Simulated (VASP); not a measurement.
# Ca16O17 (a cell with a defect) in VASP: notebook

Runs on Ca16O17 (a cell with a defect). Level: PBE. Tasks: single point.

Program: VASP 6.6.1. These are calculated values, not measurements. Logs are shortened: lines on timing, memory, paths and dates and some standing lists are left out, and cuts for length are marked.

**1. The cell of the first run**

The cell holds a defect, 33 atoms: a = 8.367 Å, b = 8.367 Å, c = 8.367 Å, α = 109.47°, β = 109.47°, γ = 109.47°.

**2. Single point, PBE (with an interstitial atom, then relaxed in part)**

Contents of INCAR:

```
SYSTEM = Ca16O17
PREC = Accurate ; ENCUT = 520
EDIFF = 1E-6 ; ISMEAR = 0
SIGMA = 0.01 ; LREAL = Auto
LASPH = .TRUE. ; NELM = 80
ALGO = Normal ; ISIF = 2
LWAVE = .FALSE. ; LCHARG = .FALSE.
GGA = PE ; NBANDS = 153
```

Contents of KPOINTS:

```
Automatic mesh
0
Gamma
  2 2 2
  0.5 0.5 0.5
```

Contents of POSCAR:

```
Ca16O17
1.0
   -4.8307861657      4.8307861657     -4.8307861657
    4.8307861657     -4.8307861657     -4.8307861657
   -4.8307861657     -4.8307861657      4.8307861657
Ca O
16 17
Direct
    0.0027650747      0.2539703679      0.7500000000
    0.7500000000      0.2539703679      1.0027650747
    0.4987947068      0.2460296321      0.2460296321
    0.2539703679      0.0027650747      0.7500000000
    0.2460296321      0.2460296321      0.4987947068
    1.0091255059      1.0091255059      1.0091255059
    0.7500000000      0.0027650747      0.2539703679
    0.4908744941      0.7500000000      0.7500000000
    0.4972349253      0.0012052932      0.4972349253
    0.2539703679      0.7500000000      1.0027650747
    0.0027650747      0.7500000000      0.2539703679
    0.7500000000      0.4908744941      0.7500000000
    0.7500000000      0.7500000000      0.4908744941
    0.4972349253      0.4972349253      1.0012052932
    0.2460296321      0.4987947068      0.2460296321
    0.0012052932      0.4972349253      0.4972349253
    0.7500000000      0.2523021196      0.4983680260
    0.4983680260      0.2523021196      0.7500000000
    0.2476978804      0.2476978804     -0.0039340936
    0.0016319740      0.0016319740      0.5039340936
   -0.0039340936      0.2476978804      0.2476978804
    0.7500000000      0.0361114084      0.7500000000
    0.5039340936      0.0016319740      0.0016319740
    0.2523021196      0.7500000000      0.4983680260
    0.2476978804     -0.0039340936      0.2476978804
    0.0361114084      0.7500000000      0.7500000000
    0.7500000000      0.7500000000      0.0361114084
    0.4638885916      0.4638885916      0.4638885916
    0.4983680260      0.7500000000      0.2523021196
    0.2523021196      0.4983680260      0.7500000000
    0.0016319740      0.5039340936      0.0016319740
    0.7500000000      0.4983680260      0.2523021196
    0.7500000000      0.7500000000      0.7500000000
```

Potentials or basis: VASP PAW PBE potentials, release 64 (Ca_sv, O).

Run with:

```
$ cat potpaw_PBE.64/Ca_sv/POTCAR potpaw_PBE.64/O/POTCAR > POTCAR
$ mpirun -np 1 vasp_std > vasp.out
```

OUTCAR:

```text
SYSTEM = Ca16O17
   PREC = Accurate
   ENCUT = 520
   EDIFF = 1E-6
   ISMEAR = 0
   LREAL = Auto
   LASPH = .TRUE.
   NELM = 80
   ISIF = 2
   GGA = PE

 ion  position               nearest neighbor table
   1  0.003  0.254  0.750-  22 2.29  30 2.39  19 2.40  20 2.40  31 2.43  17 2.43
   2  0.750  0.254  0.003-  22 2.29  32 2.39  23 2.40  21 2.40  31 2.43  18 2.43
   3  0.499  0.246  0.246-  28 2.29  23 2.39  17 2.40  32 2.40  19 2.43  25 2.43
   4  0.254  0.003  0.750-  26 2.29  18 2.39  20 2.40  19 2.40  23 2.43  24 2.43
   5  0.246  0.246  0.499-  28 2.29  20 2.39  18 2.40  30 2.40  21 2.43  25 2.43
   6  0.009  0.009  0.009-  33 2.17  21 2.37  25 2.37  19 2.37
   7  0.750  0.003  0.254-  27 2.29  17 2.39  23 2.40  21 2.40  20 2.43  29 2.43
   8  0.491  0.750  0.750-  33 2.17  24 2.37  30 2.37  23 2.37
   9  0.497  0.001  0.497-  22 2.29  25 2.39  24 2.40  29 2.40  17 2.43  18 2.43
  10  0.254  0.750  0.003-  26 2.29  29 2.39  31 2.40  25 2.40  30 2.43  23 2.43
  11  0.003  0.750  0.254-  27 2.29  24 2.39  25 2.40  31 2.40  20 2.43  32 2.43
  12  0.750  0.491  0.750-  33 2.17  18 2.37  31 2.37  17 2.37
  13  0.750  0.750  0.491-  33 2.17  20 2.37  32 2.37  29 2.37
  14  0.497  0.497  0.001-  27 2.29  19 2.39  18 2.40  30 2.40  29 2.43  32 2.43
  15  0.246  0.499  0.246-  28 2.29  31 2.39  29 2.40  24 2.40  19 2.43  21 2.43
  16  0.001  0.497  0.497-  26 2.29  21 2.39  17 2.40  32 2.40  30 2.43  24 2.43
  17  0.750  0.252  0.498-  12 2.37   7 2.39   3 2.40  16 2.40   1 2.43   9 2.43
  18  0.498  0.252  0.750-  12 2.37   4 2.39   5 2.40  14 2.40   2 2.43   9 2.43
  19  0.248  0.248  0.996-   6 2.37  14 2.39   1 2.40   4 2.40   3 2.43  15 2.43
  20  0.002  0.002  0.504-  13 2.37   5 2.39   1 2.40   4 2.40  11 2.43   7 2.43
  21  0.996  0.248  0.248-   6 2.37  16 2.39   7 2.40   2 2.40   5 2.43  15 2.43
  22  0.750  0.036  0.750-   1 2.29   2 2.29   9 2.29
  23  0.504  0.002  0.002-   8 2.37   3 2.39   2 2.40   7 2.40   4 2.43  10 2.43
  24  0.252  0.750  0.498-   8 2.37  11 2.39   9 2.40  15 2.40   4 2.43  16 2.43
  25  0.248  0.996  0.248-   6 2.37   9 2.39  10 2.40  11 2.40   5 2.43   3 2.43
  26  0.036  0.750  0.750-   4 2.29  10 2.29  16 2.29
  27  0.750  0.750  0.036-   7 2.29  11 2.29  14 2.29
  28  0.464  0.464  0.464-   3 2.29  15 2.29   5 2.29
  29  0.498  0.750  0.252-  13 2.37  10 2.39   9 2.40  15 2.40   7 2.43  14 2.43
  30  0.252  0.498  0.750-   8 2.37   1 2.39   5 2.40  14 2.40  10 2.43  16 2.43
  31  0.002  0.504  0.002-  12 2.37  15 2.39  10 2.40  11 2.40   1 2.43   2 2.43
  32  0.750  0.498  0.252-  13 2.37   2 2.39   3 2.40  16 2.40  11 2.43  14 2.43
  33  0.750  0.750  0.750-   6 2.17   8 2.17  12 2.17  13 2.17

  LATTYP: Found a body centered cubic cell.
 ALAT       =     9.6615723314

  Lattice vectors:

 A1 = (  -4.8307861657,   4.8307861657,  -4.8307861657)
 A2 = (   4.8307861657,  -4.8307861657,  -4.8307861657)
 A3 = (  -4.8307861657,  -4.8307861657,   4.8307861657)

Analysis of symmetry for initial positions (statically):
=====================================================================
 Subroutine PRICEL returns:
 Original cell was already a primitive cell.

 Routine SETGRP: Setting up the symmetry group for a
 body centered cubic supercell.

 Subroutine GETGRP returns: Found 24 space group operations
 (whereof  6 operations were pure point group operations)
 out of a pool of 48 trial point group operations.

The static configuration has the point symmetry C_3v.
 The point group associated with its full space group is T_d .

Analysis of symmetry for dynamics (positions and initial velocities):
=====================================================================
 Subroutine PRICEL returns:
 Original cell was already a primitive cell.

 Routine SETGRP: Setting up the symmetry group for a
 body centered cubic supercell.

 Subroutine GETGRP returns: Found 24 space group operations
 (whereof  6 operations were pure point group operations)
 out of a pool of 48 trial point group operations.

The dynamic configuration has the point symmetry C_3v.
 The point group associated with its full space group is T_d .

 Subroutine INISYM returns: Found 24 space group operations
 (whereof  6 operations are pure point group operations),
 and found     1 'primitive' translations

----------------------------------------------------------------------------------------

                                     Primitive cell

  volume of cell :     450.9345

  direct lattice vectors                    reciprocal lattice vectors
    -4.830786166  4.830786166 -4.830786166    -0.103502822  0.000000000 -0.103502822
     4.830786166 -4.830786166 -4.830786166     0.000000000 -0.103502822 -0.103502822
    -4.830786166 -4.830786166  4.830786166    -0.103502822 -0.103502822  0.000000000

  length of vectors
     8.367167079  8.367167079  8.367167079     0.146375094  0.146375094  0.146375094

  position of ions in fractional coordinates (direct lattice)
[... 67 lines left out ...]
   LASPH  =      T    aspherical Exc in radial PAW
   ENCUT  =  520.0 eV  38.22 Ry    6.18 a.u.  15.56 15.56 15.56*2*pi/ulx,y,z
   NELM   =     80;   NELMIN=  2; NELMDL= -5     # of ELM steps
   EDIFF  = 0.1E-05   stopping-criterion for ELM
   LREAL  =      T    real-space projection
   EDIFFG = 0.1E-04   stopping-criterion for IOM
   NSW    =      0    number of steps for IOM
   IBRION =     -1    ionic relax: 0-MD 1-quasi-New 2-CG
   NFREE  =      0    steps in history (QN), initial steepest desc. (CG)
   ISIF   =      2    stress and relaxation
   ISYM   =      2    0-nonsym 1-usesym 2-fastsym
   POTIM  = 0.5000    time-step for ionic-motion
   TEBEG  =    0.0;   TEEND  =   0.0 temperature during run
   PSTRESS=    0.0 pullay stress
   NELECT =     262.0000    total number of electrons
   NUPDOWN=      -1.0000    fix difference up-down
   EMIN   =  10.00;   EMAX   =-10.00  energy-range for DOS
   EFERMI =   0.00;   METHOD = LEGACY
   ISMEAR =     0;   SIGMA  =   0.01  broadening in eV -4-tet -1-fermi 0-gaus
   EFERMI_NEDOS =   21; number of points for ismear=-14 and -15
   IALGO  =     38    algorithm
   IMIX   =      4    mixing-type and parameters
     AMIX     =   0.40;   BMIX     =  1.00
     AMIX_MAG =   1.60;   BMIX_MAG =  1.00
  volume/ion in A,a.u.               =      13.66        92.21
  Fermi-wavevector in a.u.,A,eV,Ry     =   1.366063  2.581485 25.390221  1.866129
  Thomas-Fermi vector in A             =   2.492237
   LORBIT       =      0    0 simple, 1 ext, 2 COOP (PROOUT), +10 PAW based schemes
   GGA     = PE    functional components
   LHFCALC =     F    Hartree Fock is set to
   AEXX    =    0.0000 exact exchange contribution
   IVDW    =     0    specifies the selected vdW correction
   LEPSILON=     F    determine dielectric tensor
   LRPA    =     F    only Hartree local field effects (RPA)
 non-spin polarized calculation
 Gauss-broadening in eV      SIGMA  =   0.01
  energy-cutoff  :      520.00
  volume of cell :      450.93
 maximum number of plane-waves:     12134
 NGX is ok and might be reduce to    64
   NGX = 31   NGY = 31   NGZ = 31

 number of electron     262.0000000 magnetization

 Free energy of the ion-electron system (eV)
  ---------------------------------------------------
  ext. energy  EPLUGINS =         0.00000000
  ---------------------------------------------------
  free energy    TOTEN  =      -206.13665003 eV

  energy without entropy =     -206.12893691  energy(sigma->0) =     -206.13279347

 E-fermi :   2.6689     XC(G=0): -10.4989

 val. band max:        2.6215911580   @ k =   0.2500   0.2500   0.2500
 cond. band min:       2.6719753639   @ k =  -0.2500   0.2500   0.2500
 fundamental gap:      0.0503842059
 Fermi energy:         2.6689299357

 k-point     1 :       0.2500    0.2500    0.2500
  band No.  band energies     occupation
      1     -35.2123      2.00000
      2     -35.1946      2.00000
      3     -35.1946      2.00000
      4     -35.1946      2.00000
      5     -35.1500      2.00000
      6     -35.1500      2.00000
[... 135 lines left out ...]
    142       7.8156      0.00000
    143       7.8156      0.00000

 k-point     2 :      -0.2500    0.2500    0.2500
  band No.  band energies     occupation
      1     -35.2278      2.00000
      2     -35.1859      2.00000
      3     -35.1834      2.00000
      4     -35.1834      2.00000
      5     -35.1564      2.00000
      6     -35.1538      2.00000
[... 135 lines left out ...]
    142       8.6346      0.00000
    143       8.7470      0.00000
 [bands above 143 left out]

------------------------ aborting loop because EDIFF is reached ----------------------------------------

  FORCE on cell =-STRESS in cart. coord.  units (eV):
  Direction    XX          YY          ZZ          XY          YZ          ZX
  --------------------------------------------------------------------------------------
  -------------------------------------------------------------------------------------
  Total       12.7306455     12.7306455     12.7306455      0.0000000      0.0000000      0.0000000
  in kB       45.2321858     45.2321858     45.2321858      0.0000000      0.0000000      0.0000000
  external PRESSURE =      45.2321858 kB  Pullay stress =       0.0000000 kB

 VOLUME and BASIS-vectors are now :
 -----------------------------------------------------------------------------
  energy-cutoff  :      520.00
  volume of cell :      450.93
      direct lattice vectors                 reciprocal lattice vectors
    -4.830786166  4.830786166 -4.830786166    -0.103502822  0.000000000 -0.103502822
     4.830786166 -4.830786166 -4.830786166     0.000000000 -0.103502822 -0.103502822
    -4.830786166 -4.830786166  4.830786166    -0.103502822 -0.103502822  0.000000000

 POSITION                                       TOTAL-FORCE (eV/Angst)
 -----------------------------------------------------------------------------------
     -2.40957     -4.83661      2.38286         0.003927     -0.003927     -0.005326
     -2.40957      2.38286     -4.83661         0.003927     -0.005326     -0.003927
     -2.40957      0.03254     -2.40957         0.003927      0.005326      0.003927
     -4.83661     -2.40957      2.38286        -0.003927      0.003927     -0.005326
     -2.40957     -2.40957      0.03254         0.003927      0.003927      0.005326
     -0.04408     -0.04408     -0.04408        -0.008315     -0.008315     -0.008315
[... 25 lines left out ...]
     -2.43440     -0.00324     -4.81178        -0.000260      0.004465      0.000260
     -3.62309     -3.62309     -3.62309        -0.000000      0.000000      0.000000
 -----------------------------------------------------------------------------------
    total drift:                               -0.000001     -0.000001     -0.000001

  FREE ENERGIE OF THE ION-ELECTRON SYSTEM (eV)
  ---------------------------------------------------
  free  energy   TOTEN  =      -206.1366500255 eV

  energy  without entropy=     -206.1289369095  energy(sigma->0) =     -206.13279347
```

It took 6.5 min on 1 thread of Intel Xeon Platinum 8259CL at 2.50GHz (Skylake/Cascade Lake), shared host; peak memory 0.58 GiB.

Results:

```yaml
Free_energy: -206.1367 eV
Pressure: 4.5 GPa
Largest_force: 0.039 eV/Å
Band_gap_on_the_k_mesh: zero (bands 131 and 132 overlap by 0.05 eV)
```

Forces on the atoms (eV/Å):
```
Ca   0.004 -0.004 -0.005
Ca   0.004 -0.005 -0.004
Ca   0.004  0.005  0.004
Ca  -0.004  0.004 -0.005
Ca   0.004  0.004  0.005
Ca  -0.008 -0.008 -0.008
Ca  -0.004 -0.005  0.004
Ca   0.008 -0.008  0.008
Ca   0.005 -0.004 -0.004
Ca  -0.005  0.004 -0.004
Ca  -0.005 -0.004  0.004
Ca  -0.008  0.008  0.008
Ca   0.008  0.008 -0.008
Ca  -0.004 -0.004  0.005
Ca   0.005  0.004  0.004
Ca  -0.004  0.005 -0.004
O    0.000  0.004  0.000
O    0.000  0.000  0.004
O    0.000  0.000 -0.004
O    0.000  0.000 -0.004
O    0.000 -0.004  0.000
O   -0.023  0.023  0.023
O    0.000 -0.004  0.000
O    0.004  0.000  0.000
O   -0.004  0.000  0.000
O    0.023 -0.023  0.023
O    0.023  0.023 -0.023
O   -0.023 -0.023 -0.023
O    0.004  0.000  0.000
O    0.000  0.000  0.004
O   -0.004  0.000  0.000
O    0.000  0.004  0.000
O    0.000  0.000  0.000
```

Levels at points of the mesh, in eV from the Fermi level:
```tsv
k point	band 128	band 129	band 130	band 131	band 132	band 133	band 134	band 135
(0.25, 0.25, 0.25)	-0.94	-0.94	-0.05	-0.05	-0.05	4.97	4.97	4.97
```

Caveat: the k points lie up to 0.46 Å⁻¹ apart; the cell differs from its parent crystal (with an interstitial atom, then relaxed in part).

**3. Single point, PBE (with an interstitial atom, then relaxed in part)**

Contents of INCAR:

```
SYSTEM = Ca16O17
PREC     = Accurate       ! precision mode
ENCUT    = 520            ! plane-wave cutoff, eV
EDIFF    = 1E-6           ! SCF threshold, eV
ISMEAR   = 0              ! smearing method
SIGMA    = 0.01           ! smearing width, eV
LREAL    = Auto         
LASPH    = .TRUE.         ! aspherical terms in the spheres
NELM     = 60             ! most SCF steps
ALGO     = Normal         ! electronic algorithm
ISIF     = 2              ! what is computed and relaxed
LWAVE    = .FALSE.        ! write WAVECAR
LCHARG   = .TRUE.         ! write CHGCAR
GGA      = PE             ! functional
LELF     = .TRUE.         ! ELF
LVHAR    = .TRUE.       
NBANDS   = 153            ! bands
NELECT   = 264.0
```

KPOINTS is that of step 2.

Contents of POSCAR:

```
Ca16O17
1.0
   -4.8307861657      4.8307861657     -4.8307861657
    4.8307861657     -4.8307861657     -4.8307861657
   -4.8307861657     -4.8307861657      4.8307861657
Ca O
16 17
Direct
    0.0003838543      0.2546249987      0.7500000000
    0.7500000000      0.2546249987      1.0003838543
    0.4957588556      0.2453750013      0.2453750013
    0.2546249987      0.0003838543      0.7500000000
    0.2453750013      0.2453750013      0.4957588556
    0.9990431422      0.9990431422      0.9990431422
    0.7500000000      0.0003838543      0.2546249987
    0.5009568578      0.7500000000      0.7500000000
    0.4996161457      0.0042411444      0.4996161457
    0.2546249987      0.7500000000      1.0003838543
    0.0003838543      0.7500000000      0.2546249987
    0.7500000000      0.5009568578      0.7500000000
    0.7500000000      0.7500000000      0.5009568578
    0.4996161457      0.4996161457      1.0042411444
    0.2453750013      0.4957588556      0.2453750013
    0.0042411444      0.4996161457      0.4996161457
    0.7500000000      0.2542790419      0.4959672090
    0.4959672090      0.2542790419      0.7500000000
    0.2457209581      0.2457209581     -0.0083118329
    0.0040327910      0.0040327910      0.5083118329
   -0.0083118329      0.2457209581      0.2457209581
    0.7500000000      0.0531723595      0.7500000000
    0.5083118329      0.0040327910      0.0040327910
    0.2542790419      0.7500000000      0.4959672090
    0.2457209581     -0.0083118329      0.2457209581
    0.0531723595      0.7500000000      0.7500000000
    0.7500000000      0.7500000000      0.0531723595
    0.4468276405      0.4468276405      0.4468276405
    0.4959672090      0.7500000000      0.2542790419
    0.2542790419      0.4959672090      0.7500000000
    0.0040327910      0.5083118329      0.0040327910
    0.7500000000      0.4959672090      0.2542790419
    0.7500000000      0.7500000000      0.7500000000
```

Potentials or basis: VASP PAW PBE potentials, release 64 (Ca_sv, O).

Run with:

```
$ cat potpaw_PBE.64/Ca_sv/POTCAR potpaw_PBE.64/O/POTCAR > POTCAR
$ mpirun -np 1 vasp_std > vasp.out
```

Wall time 7 min (1 thread of Intel Xeon Platinum 8259CL at 2.50GHz (Skylake/Cascade Lake), shared host); peak memory 0.59 GiB.

It converged, with:

| Item | Value |
| --- | --- |
| Free energy | -200.2676 eV |
| Largest force | 0.101 eV/Å |

Forces on the atoms (eV/Å):
```
Ca   0.000  0.000 -0.044
Ca   0.000 -0.044  0.000
Ca   0.000  0.044  0.000
Ca   0.000  0.000 -0.044
Ca   0.000  0.000  0.044
Ca  -0.058 -0.058 -0.058
Ca   0.000 -0.044  0.000
Ca   0.058 -0.058  0.058
Ca   0.044  0.000  0.000
Ca  -0.044  0.000  0.000
Ca  -0.044  0.000  0.000
Ca  -0.058  0.058  0.058
Ca   0.058  0.058 -0.058
Ca   0.000  0.000  0.044
Ca   0.044  0.000  0.000
Ca   0.000  0.044  0.000
O    0.017 -0.025 -0.017
O    0.017 -0.017 -0.025
O    0.017  0.017  0.025
O   -0.017 -0.017  0.025
O    0.017  0.025  0.017
O   -0.042  0.042  0.042
O   -0.017  0.025 -0.017
O   -0.025  0.017 -0.017
O    0.025  0.017  0.017
O    0.042 -0.042  0.042
O    0.042  0.042 -0.042
O   -0.042 -0.042 -0.042
O   -0.025 -0.017  0.017
O   -0.017  0.017 -0.025
O    0.025 -0.017 -0.017
O   -0.017 -0.025  0.017
O    0.000  0.000  0.000
```

Levels at points of the mesh, in eV from the Fermi level:
```tsv
k point	band 129	band 130	band 131	band 132	band 133	band 134	band 135	band 136
(0.25, 0.25, 0.25)	-1.28	-0.11	-0.11	-0.11	4.20	4.20	4.20	4.28
```

Caveat: the cell carries a net charge on a neutralising background, which shifts energy and pressure; the cell differs from its parent crystal (with an interstitial atom, then relaxed in part); the cell is charged against a uniform background, so pressure and absolute levels hang on convention.

The gap in the log of VASP goes by the Fermi energy; the results here count the filled bands.